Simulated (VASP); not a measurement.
SiC (Moissanite):

```xyz
4
Lattice="3.0344 0.0000 0.0000 -1.5172 2.6279 0.0000 0.0000 0.0000 4.9798" Properties=species:S:1:pos:R:3 pbc="T T T"
Si    1.5172    0.8760    2.4899
Si    0.0000    1.7519    0.0000
C     1.5172    0.8760    4.4071
C     0.0000    1.7519    1.9172
```

Base run:

| Item | Value |
| --- | --- |
| Program | VASP 6.6.1 |
| Functional | BLYP |
| Potentials or basis | VASP PAW PBE potentials, release 64 (Si, C) |
| Cutoff | 520 eV |
| k mesh | 10 × 10 × 5 |
| Occupations | fermi-dirac, width 0.05 eV |
| Spin | no spin polarisation |

Its results: band gap on the k mesh 2.77 eV, indirect (least direct gap 4.43 eV); pressure 19.0 GPa; largest force 0.828 eV/Å.

After a change of settings the same cell gave: band gap on the k mesh 2.81 eV, indirect (least direct gap 4.69 eV); pressure 10.0 GPa; largest force 0.838 eV/Å. Which change was it?
A. functional from BLYP to revPBE; dispersion from none to D4
B. functional from BLYP to PBE; dispersion from none to D4
C. functional from BLYP to r2SCAN
D. functional from BLYP to LDA; potentials or basis from VASP PAW PBE potentials, release 64 (Si, C) to VASP PAW LDA potentials, release 64 (Si, C_h); cutoff from 520 eV to 910 eV

C.

Caveats: the PAW data sets were made with another functional, which shifts forces and pressure a little.
